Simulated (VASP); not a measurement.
Runs of VASP 6.6.1 on As. The structure is that of space group Fm-3m (No. 225), or close to it. The cells are those of the table. 

```tsv
cell	gap on the mesh (eV)	pressure (GPa)
a = 3.028 Å, angles 60.0°, 1 atom	none	-1.2
a = 3.008 Å, angles 60.0°, 1 atom	none	0.3
a = 3.067 Å, angles 60.0°, 1 atom	none	-3.9
a = 3.048 Å, angles 60.0°, 1 atom	none	(a)
```

Alike in all rows: task single point; level PBE; potentials or basis VASP PAW PBE potentials, release 64 (As); no spin polarisation; k mesh 44 × 44 × 44; cutoff (eV) 520; smearing fermi-dirac 0.0612256 eV.

**Question.** Fill in the values left out.

**Answer.** (a) -2.6.

A k mesh can miss the band edges, and the runs leave out spin-orbit coupling on As.

A gap of «none» marks levels without a gap at the run's occupations.
